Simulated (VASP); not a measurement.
**Sn: single point with PBE**

Crystal: Sn.

```
Sn
1.0
     2.83047    0.00000    0.00000
    -1.41523    2.45125    0.00000
     0.00000    0.00000    2.66933
Sn
1
Direct
  0.00000 0.00000 0.00000
```

This cell differs from its parent crystal: volume scaled by 0.65.

| Item | Value |
| --- | --- |
| Program | VASP 6.6.1 |
| Task | single point |
| Functional | PBE |
| Potentials or basis | VASP PAW PBE potentials, release 64 (Sn_d) |
| Cutoff | 520 eV |
| k mesh | 13 × 13 × 12 |
| Occupations | fermi-dirac, width 0.05 eV |
| Spin | no spin polarisation |
| Dipole correction | no |
| Further INCAR settings | ALGO = Normal; EDIFF = 1e-06; NBANDS = 13 |

The pressure is 56.7 GPa and the band gap on the k mesh is zero (band 7 reaches 20.59 eV, above the bottom of band 8 at 10.05 eV).

Levels at points of the mesh, in eV from the Fermi level:
```
           k point  band 4  band 5  band 6  band 7  band 8  band 9  band 10  band 11
(0.00, 0.00, 0.00)  -21.76  -21.76  -14.80    6.51    9.87    9.87    10.70    10.82
(0.00, 0.00, 0.50)  -22.10  -22.10   -9.56   -7.74   13.53   14.25    15.52    15.52
```

Wall time 50 s on 1 thread of AMD EPYC 7R43 64-Core Processor (Zen 3), on a shared host, peak memory 0.12 GiB.

Caveat: spin-orbit coupling is left out, which moves the levels of the heavy elements.
